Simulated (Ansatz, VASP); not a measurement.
## Two plane-wave programs on MnS

File INCAR:

```
SYSTEM = MnS
PREC     = Accurate       ! precision mode
ENCUT    = 520            ! plane-wave cutoff, eV
EDIFF    = 1E-6           ! SCF threshold, eV
ISMEAR   = 0              ! smearing method
SIGMA    = 0.05           ! smearing width, eV
LREAL    = .False.        ! projectors in reciprocal space
LASPH    = .True.         ! aspherical terms in the spheres
NELM     = 150            ! most SCF steps
ALGO     = Normal         ! electronic algorithm
ISIF     = 2              ! what is computed and relaxed
LWAVE    = .False.        ! write WAVECAR
LCHARG   = .False.        ! write CHGCAR
ISPIN    = 2              ! spin polarisation
MAGMOM   = 4.47 0         ! initial moments
LORBIT   = 11             ! projections on sites
LMAXMIX  = 4              ! l up to which the mixer works
GGA      = PE             ! functional
NBANDS   = 20             ! bands
```

File KPOINTS:

```
regular mesh
0
Gamma
  6 6 6
  0 0 0
```

The input POSCAR:

```
MnS
1.0
    0.0000000000      2.5425828058      2.5425828058
    2.5425828058      0.0000000000      2.5425828058
    2.5425828058      2.5425828058      0.0000000000
Mn S
1 1
Direct
    0.0000000000      0.0000000000      0.0000000000
    0.5000000000      0.5000000000      0.5000000000
```

Input for Ansatz:

```yaml
crystal:
  lattice:
    - [0.0, 2.5425828058, 2.5425828058]
    - [2.5425828058, 0.0, 2.5425828058]
    - [2.5425828058, 2.5425828058, 0.0]
  atoms:
    - { symbol: Mn, position: [0.0, 0.0, 0.0], spin: 4.47 }
    - { symbol: S, position: [0.5, 0.5, 0.5] }
basis:
  ecutwfc: 420
  ecutrho_ratio: 4
kpoints:
  mp_grid: { grid: [6, 6, 6] }
hamiltonian:
  xc: pbe
scf:
  occupations: { method: gaussian, width: 0.05 }
output:
  forces: true
  stress: true
  eigenvalues: true
  populations: true
magnetization:
  spin_polarized: true
```

Alike in both runs: task single point; functional PBE; k mesh 6 × 6 × 6; occupations gaussian, width 0.05 eV; collinear spin.

|  | VASP | Ansatz |
| --- | --- | --- |
| version | VASP 6.6.1 | Ansatz 0.2.0 |
| potentials or method | VASP PAW PBE potentials, release 64 (Mn_pv, S), cutoff 520 eV | scalar-relativistic, plane waves, PAW |
| valence electrons in the cell | 19 | 21 |

|  | VASP | Ansatz | Ansatz less VASP |
| --- | --- | --- | --- |
| gap on the k mesh at the Fermi level (eV) | none | none | - |
| pressure (GPa) | 0.0 | 0.0 | +0.01 |
| net moment per atom (μB) | 2.22 | 2.22 | 0.000 |
| size of the moment on the site where the two differ most (μB) | 4.07 | 4.00 | -0.079 |

Site moments also hang on the region over which each program counts them. A gap of «none» marks a metal or a gap that the smearing closes. VASP's potentials hold 19 valence electrons a cell and Ansatz's 21, so a difference there can come from the potentials and not from the codes.
